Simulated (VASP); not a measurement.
A run of VASP 6.6.1 is set up as follows.

Contents of POSCAR:

```
Al
1.0
   -3.3427041635      2.9199946868      1.4100735894
    2.9199946868     -3.3427041635      1.4100735894
    2.4362645209      2.4362645209     -2.1842667701
Al
2
Direct
    0.9887898961      0.0112101039      1.0000000000
    0.7612101039      0.2387898961      0.5000000000
```

File INCAR.step1:

```
SYSTEM = Al
PREC = Accurate
ENCUT = 520
ISMEAR = -1
SIGMA = 0.1
LREAL = .False.
LASPH = .True.
NELM = 80
NBANDS = 10
GGA = PE
ALGO = Normal
EDIFF = 1E-4
LWAVE = .True.
LCHARG = .False.
```

The input INCAR.step2:

```
SYSTEM = Al
PREC = Accurate
ENCUT = 520
EDIFF = 1E-7
ISMEAR = -1
SIGMA = 0.1
LREAL = .False.
LASPH = .True.
NELM = 80
ALGO = Normal
ISIF = 2
LWAVE = .False.
LCHARG = .False.
METAGGA = R2SCAN
LMIXTAU = .True.
NBANDS = 10
ISTART = 1
```

Contents of KPOINTS:

```
regular mesh
0
Gamma
  18 18 12
  0 0 0
```

Potentials or basis: VASP PAW PBE potentials, release 64 (Al).

Launch:

```bash
$ cat potpaw_PBE.64/Al/POTCAR > POTCAR
$ cp INCAR.step1 INCAR
$ mpirun -np 1 vasp_std > vasp.out
$ cp INCAR.step2 INCAR
$ mpirun -np 1 vasp_std > vasp.out
```

(1) Estimate the band gap on the k mesh.

(2) Estimate the pressure.

(3) Predict the largest force.

## Answers

(1) zero (bands 3 and 4 overlap by 9.56 eV).

(2) -5.3 GPa.

(3) 0.063 eV/Å.

Caveat: the cell stands under tension; the PAW data sets were made with another functional, which shifts forces and pressure a little.
